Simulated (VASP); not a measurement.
Bi2Se3, 5 atoms in the cell. The structure is trigonal, space group R-3m (No. 166). Conventional cell: a = 4.144 Å, b = 4.144 Å, c = 28.479 Å, α = 90.00°, β = 90.00°, γ = 120.00°. Bi (site symmetry 3m) has 6 Se at 2.86 to 3.07 Å within 3.8 Å. Se (site symmetry -3m) has 6 Bi at 3.07 Å and 12 Se at 4.14 to 4.24 Å within 4.3 Å. Within 3.8 Å of Se (site symmetry 3m) lie 3 Bi at 2.86 Å and 3 Se at 3.46 Å. 

| Property | Result |
| --- | --- |
| Program | VASP 6.6.1 |
| Task | single point |
| Functional | PBE |
| Dispersion | D3(BJ) |
| Potentials or basis | VASP PAW PBE potentials, release 64 (Bi_d, Se) |
| Cutoff | 520 eV |
| k mesh | 12 × 12 × 12 |
| Occupations | gaussian, width 0.01 eV |
| Spin | no spin polarisation |
| Dipole correction | no |
| Further INCAR settings | ALGO = Normal; EDIFF = 1e-06; NBANDS = 32 |

Potentials or basis: VASP PAW PBE potentials, release 64 (Bi_d, Se).

Launch:

```bash
$ cat potpaw_PBE.64/Bi_d/POTCAR potpaw_PBE.64/Se/POTCAR > POTCAR
$ mpirun -np 1 vasp_std > vasp.out
```

Hardware: 1 thread of Oxide Virtual Turin-like Processor, with other jobs on the host.

Problem. Estimate the wall time of this run.

Solution. It took 110 min on 1 thread of Oxide Virtual Turin-like Processor, on a shared host, peak memory 1.3 GiB. Counts: scf iterations 14, k points 189.
